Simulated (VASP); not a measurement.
Runs of VASP 6.6.1 on Br. The structure is that of space group Pm-3m (No. 221), or close to it. The cells are those of the table. 

```csv
task,cell,cutoff (eV),k mesh for the DOS,occupations for the DOS,gap on the mesh (eV),pressure (GPa)
single point,"a = 2.590 Å, 1 atom",500,-,-,none,63.5
single point,"a = 2.465 Å, 1 atom",500,-,-,none,112.3
single point,"a = 3.105 Å, 1 atom",500,-,-,none,(a)
single point,"a = 2.344 Å, 1 atom",500,-,-,none,172.0
```

Alike in all rows: level PBE; potentials or basis VASP PAW PBE potentials, release 64 (Br); no spin polarisation; k mesh 12 × 12 × 12; smearing fermi-dirac 0.1 eV.

**Question.** Fill in the values left out.

**Answer.** (a) 0.0.

Caveats: an odd number of electrons without spin polarisation forces a metal; a magnetic or distorted state may lie lower.

A k mesh can miss the band edges, and the runs leave out spin-orbit coupling on Br.

A gap of «none» marks levels without a gap at the run's occupations.
